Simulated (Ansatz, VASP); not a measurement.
**C in VASP and in Ansatz**

```
C
1.0
     0.00000    1.75927    1.75927
     1.75927    0.00000    1.75927
     1.75927    1.75927    0.00000
C
2
Direct
  0.75000 0.75000 0.75000
  0.50000 0.50000 0.50000
```

Alike in both runs: task single point; functional HSE06; k mesh 8 × 8 × 8; occupations fermi-dirac, width 0.05 eV; no spin polarisation.

|  | VASP | Ansatz |
| --- | --- | --- |
| version | VASP 6.6.1 | Ansatz 0.2.0 |
| potentials or method | VASP PAW PBE potentials, release 64 (C) | Ansatz PAW |
| plane-wave cutoff (eV) | 520 | 420 |
| valence electrons in the cell | 8 | 8 |

|  | VASP | Ansatz | Ansatz less VASP |
| --- | --- | --- | --- |
| gap on the k mesh at the Fermi level (eV) | 5.38 | 5.39 | +0.008 |
| least direct gap on the mesh (eV) | 7.10 | 7.10 | +0.008 |
| pressure (GPa) | 12.3 | 11.2 | -1.10 |
